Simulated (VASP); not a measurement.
Write the native input for VASP 6.6.1 that does the following.

| Item | Value |
| --- | --- |
| Task | single point |
| Functional | r2SCAN |
| Potentials or basis | VASP PAW PBE potentials, release 64 (Cu) |
| Cutoff | 520 eV |
| k mesh | 15 × 15 × 15 |
| Occupations | fermi-dirac, width 0.1 eV |
| Spin | no spin polarisation |
| Dipole correction | no |
| Further INCAR settings | ALGO = Normal; EDIFF = 1e-07; NBANDS = 12 |

Crystal: Cu.

```
Cu
1.0
     2.27026    0.00000    0.00000
     0.00000    2.27026    0.00000
     0.00000    0.00000    2.27026
Cu
1
Direct
  0.00000 0.00000 0.00000
```

This cell differs from its parent crystal: volume scaled by 0.88.

These files were run (other wordings do the same):

POSCAR

```
Cu
1.0
    2.2702568994      0.0000000000      0.0000000000
    0.0000000000      2.2702568994      0.0000000000
    0.0000000000      0.0000000000      2.2702568994
Cu
1
Direct
    0.0000000000      0.0000000000      0.0000000000
```

INCAR.step1

```
SYSTEM = Cu
PREC = Accurate
ENCUT = 520
ISMEAR = -1
SIGMA = 0.1
LREAL = .FALSE.
LASPH = .TRUE.
NELM = 100
NBANDS = 12
GGA = PE
ALGO = Normal
EDIFF = 1E-4
LWAVE = .TRUE.
LCHARG = .FALSE.
```

INCAR.step2

```
SYSTEM = Cu
PREC = Accurate
ENCUT = 520
EDIFF = 1E-7
ISMEAR = -1
SIGMA = 0.1
LREAL = .FALSE.
LASPH = .TRUE.
NELM = 100
ALGO = Normal
ISIF = 2
LWAVE = .FALSE.
LCHARG = .FALSE.
METAGGA = R2SCAN
LMIXTAU = .TRUE.
NBANDS = 12
ISTART = 1
```

KPOINTS

```
Automatic mesh
0
G
  15 15 15
  0 0 0
```

Potentials or basis: VASP PAW PBE potentials, release 64 (Cu).

Run with:

```sh
$ cat potpaw_PBE.64/Cu/POTCAR > POTCAR
$ cp INCAR.step1 INCAR
$ mpirun -np 1 vasp_std > vasp.out
$ cp INCAR.step2 INCAR
$ mpirun -np 1 vasp_std > vasp.out
```

Results of the run:

```
Pressure : 21.4 GPa
```

Caveat: the PAW data sets were made with another functional, which shifts forces and pressure a little.

Wall time 41 s on 1 thread of Intel Xeon 6975P-C, on a shared host, peak memory 0.13 GiB.
